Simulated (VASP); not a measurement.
# CaO (I4/mmm) in VASP: a series of runs

Runs on CaO. Level: PBE. Tasks: single point.

Everything below comes from runs of VASP 6.6.1. Logs are shortened: lines on timing, memory, paths and dates and some standing lists are left out, and cuts for length are marked.

### 1 The cell of the first run

The structure is tetragonal, space group I4/mmm (No. 139). Conventional cell: a = 3.267 Å, b = 3.267 Å, c = 16.679 Å, α = 90.00°, β = 90.00°, γ = 90.00°. Within 3.1 Å of Ca (site symmetry 4mm) lie 5 O at 2.31 Å. Within 3.1 Å of O (site symmetry 4mm) lie 5 Ca at 2.31 Å.

### 2 Single point, PBE

INCAR reads:

```
PREC     = Accurate       # precision mode
ENCUT    = 520            # plane-wave cutoff, eV
EDIFF    = 1E-7           # SCF threshold, eV
ISMEAR   = -1             # smearing method
SIGMA    = 0.05           # smearing width, eV
LREAL    = False          # projectors in reciprocal space
LASPH    = True           # aspherical terms in the spheres
NELM     = 60             # most SCF steps
ALGO     = Normal         # electronic algorithm
ISIF     = 2              # what is computed and relaxed
LWAVE    = False          # write WAVECAR
LCHARG   = False          # write CHGCAR
GGA      = PE             # functional
NBANDS   = 24             # bands
```

KPOINTS reads:

```
regular mesh
0
Gamma
  11 11 11
```

POSCAR reads:

```
CaO
1.0
   -1.6335911008      1.6335911008      8.3396984999
    1.6335911008     -1.6335911008      8.3396984999
    1.6335911008      1.6335911008     -8.3396984999
Ca O
2 2
Direct
    0.6795970000      0.6795970000      0.0000000000
    0.3204030000      0.3204030000      0.0000000000
    0.8181860000      0.8181860000      0.0000000000
    0.1818140000      0.1818140000      0.0000000000
```

Potentials or basis: VASP PAW PBE potentials, release 64 (Ca_sv, O).

Started as:

```bash
$ cat potpaw_PBE.64/Ca_sv/POTCAR potpaw_PBE.64/O/POTCAR > POTCAR
$ mpirun -np 1 vasp_std > vasp.out
```

OUTCAR:

```text
PREC = Accurate
   ENCUT = 520
   EDIFF = 1E-7
   ISMEAR = -1
   LREAL = False
   LASPH = True
   NELM = 60
   ISIF = 2
   GGA = PE

 ion  position               nearest neighbor table
   1  0.680  0.680  0.000-   4 2.31   4 2.31   4 2.31   4 2.31   3 2.31
   2  0.320  0.320  0.000-   3 2.31   3 2.31   3 2.31   3 2.31   4 2.31
   3  0.818  0.818  0.000-   2 2.31   2 2.31   2 2.31   2 2.31   1 2.31
   4  0.182  0.182  0.000-   1 2.31   1 2.31   1 2.31   1 2.31   2 2.31

  LATTYP: Found a body centered tetragonal cell.
 ALAT       =     3.2671822016
 C/A-ratio  =     5.1051321814

  Lattice vectors:

 A1 = (  -1.6335911008,   1.6335911008,   8.3396984999)
 A2 = (   1.6335911008,  -1.6335911008,   8.3396984999)
 A3 = (   1.6335911008,   1.6335911008,  -8.3396984999)

Analysis of symmetry for initial positions (statically):
=====================================================================
 Subroutine PRICEL returns:
 Original cell was already a primitive cell.

 Routine SETGRP: Setting up the symmetry group for a
 body centered tetragonal supercell.

 Subroutine GETGRP returns: Found 16 space group operations
 (whereof 16 operations were pure point group operations)
 out of a pool of 16 trial point group operations.

The static configuration has the point symmetry D_4h.

Analysis of symmetry for dynamics (positions and initial velocities):
=====================================================================
 Subroutine PRICEL returns:
 Original cell was already a primitive cell.

 Routine SETGRP: Setting up the symmetry group for a
 body centered tetragonal supercell.

 Subroutine GETGRP returns: Found 16 space group operations
 (whereof 16 operations were pure point group operations)
 out of a pool of 16 trial point group operations.

The dynamic configuration has the point symmetry D_4h.

 Subroutine INISYM returns: Found 16 space group operations
 (whereof 16 operations are pure point group operations),
 and found     1 'primitive' translations

----------------------------------------------------------------------------------------

                                     Primitive cell

  volume of cell :      89.0219

  direct lattice vectors                    reciprocal lattice vectors
    -1.633591101  1.633591101  8.339698500     0.000000000  0.306074145  0.059954206
[... 87 lines left out ...]
   LASPH  =      T    aspherical Exc in radial PAW
   ENCUT  =  520.0 eV  38.22 Ry    6.18 a.u.  16.09 16.09 16.09*2*pi/ulx,y,z
   NELM   =     60;   NELMIN=  2; NELMDL= -5     # of ELM steps
   EDIFF  = 0.1E-06   stopping-criterion for ELM
   LREAL  =      F    real-space projection
   EDIFFG = 0.1E-05   stopping-criterion for IOM
   NSW    =      0    number of steps for IOM
   IBRION =     -1    ionic relax: 0-MD 1-quasi-New 2-CG
   NFREE  =      0    steps in history (QN), initial steepest desc. (CG)
   ISIF   =      2    stress and relaxation
   ISYM   =      2    0-nonsym 1-usesym 2-fastsym
   POTIM  = 0.5000    time-step for ionic-motion
   TEBEG  =    0.0;   TEEND  =   0.0 temperature during run
   PSTRESS=    0.0 pullay stress
   NELECT =      32.0000    total number of electrons
   NUPDOWN=      -1.0000    fix difference up-down
   EMIN   =  10.00;   EMAX   =-10.00  energy-range for DOS
   EFERMI =   0.00;   METHOD = LEGACY
   ISMEAR =    -1;   SIGMA  =   0.05  broadening in eV -4-tet -1-fermi 0-gaus
   EFERMI_NEDOS =   21; number of points for ismear=-14 and -15
   IALGO  =     38    algorithm
   IMIX   =      4    mixing-type and parameters
     AMIX     =   0.40;   BMIX     =  1.00
     AMIX_MAG =   1.60;   BMIX_MAG =  1.00
  volume/ion in A,a.u.               =      22.26       150.19
  Fermi-wavevector in a.u.,A,eV,Ry     =   1.164017  2.199672 18.435002  1.354934
  Thomas-Fermi vector in A             =   2.300559
   LORBIT       =      0    0 simple, 1 ext, 2 COOP (PROOUT), +10 PAW based schemes
   GGA     = PE    functional components
   LHFCALC =     F    Hartree Fock is set to
   AEXX    =    0.0000 exact exchange contribution
   IVDW    =     0    specifies the selected vdW correction
   LEPSILON=     F    determine dielectric tensor
   LRPA    =     F    only Hartree local field effects (RPA)
 non-spin polarized calculation
  energy-cutoff  :      520.00
  volume of cell :       89.02
 maximum number of plane-waves:      2426
   NGX = 33   NGY = 33   NGZ = 33

 number of electron      32.0000000 magnetization

 Free energy of the ion-electron system (eV)
  ---------------------------------------------------
  ext. energy  EPLUGINS =         0.00000000
  ---------------------------------------------------
  free energy    TOTEN  =       -24.70234990 eV

  energy without entropy =      -24.70234990  energy(sigma->0) =      -24.70234990

 E-fermi :   1.2777     XC(G=0):  -7.4033

 val. band max:        0.1325437354   @ k =  -0.4545  -0.4545   0.4545
 cond. band min:       2.2074607796   @ k =   0.0000   0.0000   0.0000
 fundamental gap:      2.0749170442
 Fermi energy:         1.2777387287

 k-point     1 :       0.0000    0.0000    0.0000
  band No.  band energies     occupation
      1     -37.5963      2.00000
      2     -37.4982      2.00000
      3     -19.1131      2.00000
      4     -18.6759      2.00000
      5     -18.4594      2.00000
      6     -18.4594      2.00000
[... 637 lines left out ...]
     23       7.9957      0.00000
     24       8.3151      0.00000

 [... further k-points ...]

------------------------ aborting loop because EDIFF is reached ----------------------------------------

  FORCE on cell =-STRESS in cart. coord.  units (eV):
  Direction    XX          YY          ZZ          XY          YZ          ZX
  --------------------------------------------------------------------------------------
  -------------------------------------------------------------------------------------
  Total        2.7915378      2.7915378      1.2490685      0.0000000     -0.0000000      0.0000000
  in kB       50.2408563     50.2408563     22.4801794      0.0000000     -0.0000000      0.0000000
  external PRESSURE =      40.9872973 kB  Pullay stress =       0.0000000 kB

 VOLUME and BASIS-vectors are now :
 -----------------------------------------------------------------------------
  energy-cutoff  :      520.00
  volume of cell :       89.02
      direct lattice vectors                 reciprocal lattice vectors
    -1.633591101  1.633591101  8.339698500     0.000000000  0.306074145  0.059954206
     1.633591101 -1.633591101  8.339698500     0.306074145  0.000000000  0.059954206
     1.633591101  1.633591101 -8.339698500     0.306074145  0.306074145  0.000000000

 POSITION                                       TOTAL-FORCE (eV/Angst)
 -----------------------------------------------------------------------------------
      0.00000      0.00000     11.33527         0.000000      0.000000     -0.366098
      0.00000      0.00000      5.34413        -0.000000     -0.000000      0.366098
      0.00000      0.00000     13.64685        -0.000000     -0.000000      0.192129
      0.00000      0.00000      3.03255         0.000000      0.000000     -0.192129
 -----------------------------------------------------------------------------------
    total drift:                               -0.000000     -0.000000      0.000000

  FREE ENERGIE OF THE ION-ELECTRON SYSTEM (eV)
  ---------------------------------------------------
  free  energy   TOTEN  =       -24.7023498997 eV

  energy  without entropy=      -24.7023498997  energy(sigma->0) =      -24.70234990
```

Run time: 14 min. Hardware: 1 thread of Intel Xeon 6975P-C (Granite Rapids), shared host; peak memory 0.68 GiB.

Results:

```yaml
Free_energy: -24.7023 eV
Pressure: 4.1 GPa
Largest_force: 0.366 eV/Å
Band_gap_on_the_k_mesh: 2.08 eV
```

Forces in eV/Å, atoms in the order of the input:
```
Ca   0.000  0.000 -0.366
Ca   0.000  0.000  0.366
O    0.000  0.000  0.192
O    0.000  0.000 -0.192
```

Caveat: the cell stands under pressure. A k mesh can miss the band edges.

### 3 Single point, PBE

This run uses another cell than the first one, of 22.73 Å³/atom.

INCAR reads:

```
SYSTEM = CaO
PREC = Accurate
ENCUT = 520
EDIFF = 1E-6
ISMEAR = -1
SIGMA = 0.05
LREAL = .FALSE.
LASPH = .TRUE.
NELM = 60
ALGO = Normal
ISIF = 2
LWAVE = .FALSE.
LCHARG = .TRUE.
GGA = PE
LELF = .TRUE.
LVHAR = .TRUE.
NBANDS = 24
```

KPOINTS reads:

```
regular mesh
0
G
  11 11 11
  0 0 0
```

POSCAR reads:

```
CaO
1.0
   -1.6450956425      1.6450956425      8.3984307060
    1.6450956425     -1.6450956425      8.3984307060
    1.6450956425      1.6450956425     -8.3984307060
Ca O
2 2
Direct
    0.6795970000      0.6795970000      0.0000000000
    0.3204030000      0.3204030000      0.0000000000
    0.8181860000      0.8181860000      0.0000000000
    0.1818140000      0.1818140000      0.0000000000
```

Potentials or basis: VASP PAW PBE potentials, release 64 (Ca_sv, O).

Started as:

```bash
$ cat potpaw_PBE.64/Ca_sv/POTCAR potpaw_PBE.64/O/POTCAR > POTCAR
$ mpirun -np 1 vasp_std > vasp.out
```

Wall time 20 min (1 thread of Intel Xeon 6975P-C (Granite Rapids), shared host); peak memory 0.81 GiB.

Results (log left out):

```
Free energy            : -24.7425 eV
Pressure               : 2.5 GPa
Largest force          : 0.229 eV/Å
Band gap on the k mesh : 2.08 eV
```

Forces in eV/Å, atoms in the order of the input:
```
Ca   0.000  0.000 -0.229
Ca   0.000  0.000  0.229
O    0.000  0.000  0.130
O    0.000  0.000 -0.130
```

Stress tensor (GPa, compression positive):
```
3.09 0.00 0.00
0.00 3.09 0.00
0.00 0.00 1.39
```

Levels at points of the mesh, in eV from the valence-band top:
| k point | band 14 | band 15 | band 16 | band 17 | band 18 | band 19 |
| --- | --- | --- | --- | --- | --- | --- |
| (0.00, 0.00, 0.00) | -0.24 | 0.00 | 0.00 | 2.08 | 4.00 | 5.31 |

A k mesh can miss the band edges.

(Part 1 of 2 ends here.)
